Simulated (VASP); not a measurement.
Here is a VASP 6.6.1 calculation.

File POSCAR:

```
PbO
1.0
   -3.9879607422      0.0000000000      0.0000000000
    0.0000000000     -3.9879607422      0.0000000000
    0.0000000000      0.0000000000      5.3197746908
Pb O
2 2
Direct
    0.0000000000      0.5000000000      0.2266220890
    0.5000000000      0.0000000000      0.7801779110
    0.0000000000      0.0000000000      0.0034000000
    0.5000000000      0.5000000000      0.0034000000
```

File INCAR.step1:

```
  PREC = Accurate
  ENCUT = 520
  ISMEAR = 0
  SIGMA = 0.02
  LREAL = F
  LASPH = T
  NELM = 60
  NBANDS = 28
  GGA = PE
  ALGO = Normal
  EDIFF = 1E-4
  LWAVE = T
  LCHARG = F
```

Contents of INCAR.step2:

```
  PREC = Accurate
  ENCUT = 520
  EDIFF = 1E-7
  ISMEAR = 0
  SIGMA = 0.02
  LREAL = F
  LASPH = T
  NELM = 60
  ALGO = Normal
  ISIF = 2
  LWAVE = F
  LCHARG = T
  METAGGA = R2SCAN
  LMIXTAU = T
  LELF = T
  LVHAR = T
  NBANDS = 28
  ISTART = 1
```

File KPOINTS:

```
regular mesh
0
Gamma
  8 8 6
```

Potentials or basis: VASP PAW PBE potentials, release 64 (Pb_d, O).

The run is started by

```sh
$ cat potpaw_PBE.64/Pb_d/POTCAR potpaw_PBE.64/O/POTCAR > POTCAR
$ cp INCAR.step1 INCAR
$ mpirun -np 1 vasp_std > vasp.out
$ cp INCAR.step2 INCAR
$ mpirun -np 1 vasp_std > vasp.out
```

(1) What does it give for the band gap on the k mesh?

(2) Estimate the pressure.

(3) What does it give for the largest force?

Results:

(1) 1.83 eV (least direct gap 2.51 eV).

(2) 0.5 GPa.

(3) 0.109 eV/Å.

Caveat: the PAW data sets were made with another functional, which shifts forces and pressure a little; spin-orbit coupling is left out, which moves the levels of the heavy elements.
